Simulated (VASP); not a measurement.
Wanted: the native input for a VASP 6.6.1 run.

* Task: single point
* Functional: r2SCAN
* Potentials or basis: VASP PAW PBE potentials, release 64 (Be, Te)
* Cutoff: 520 eV
* k mesh: 6 × 6 × 6
* Occupations: gaussian, width 0.01 eV
* Spin: no spin polarisation
* Dipole correction: no
* Further INCAR settings: ALGO = Normal; EDIFF = 1e-07; NBANDS = 11

The system is BeTe.

```xyz
2
Lattice="0.0000 2.8286 2.8286 2.8286 0.0000 2.8286 2.8286 2.8286 0.0000" Properties=species:S:1:pos:R:3 pbc="T T T"
Be    0.0000    0.0000    0.0000
Te    1.4143    1.4143    1.4143
```

The input as run:

POSCAR

```
BeTe
1.0
    0.0000000000      2.8286236236      2.8286236236
    2.8286236236      0.0000000000      2.8286236236
    2.8286236236      2.8286236236      0.0000000000
Be Te
1 1
Direct
    0.0000000000      0.0000000000      0.0000000000
    0.2500000000      0.2500000000      0.2500000000
```

INCAR.step1

```
SYSTEM = BeTe
ALGO = Normal
EDIFF = 1E-4
ENCUT = 520
GGA = PE
ISMEAR = 0
LASPH = .True.
LCHARG = .False.
LREAL = .False.
LWAVE = .True.
NBANDS = 11
NELM = 100
PREC = Accurate
SIGMA = 0.01
```

INCAR.step2

```
SYSTEM = BeTe
ALGO = Normal
EDIFF = 1E-7
ENCUT = 520
ISIF = 2
ISMEAR = 0
ISTART = 1
LASPH = .True.
LCHARG = .False.
LMIXTAU = .True.
LREAL = .False.
LWAVE = .False.
METAGGA = R2SCAN
NBANDS = 11
NELM = 100
PREC = Accurate
SIGMA = 0.01
```

KPOINTS

```
k-points
0
Gamma
  6 6 6
  0 0 0
```

Potentials or basis: VASP PAW PBE potentials, release 64 (Be, Te).

Run with:

```sh
$ cat potpaw_PBE.64/Be/POTCAR potpaw_PBE.64/Te/POTCAR > POTCAR
$ cp INCAR.step1 INCAR
$ mpirun -np 1 vasp_std > vasp.out
$ cp INCAR.step2 INCAR
$ mpirun -np 1 vasp_std > vasp.out
```

Results of the run:

| Quantity | Value |
| --- | --- |
| Pressure | 0.2 GPa |
| Band gap on the k mesh | 2.37 eV, indirect (least direct gap 4.03 eV) |

Caveat: the PAW data sets were made with another functional, which shifts forces and pressure a little; spin-orbit coupling is left out, which moves the levels of the heavy elements.

Wall time 35 s on 1 thread of Intel(R) Xeon(R) Platinum 8375C CPU @ 2.90GHz (Ice Lake), on a shared host, peak memory 0.17 GiB.
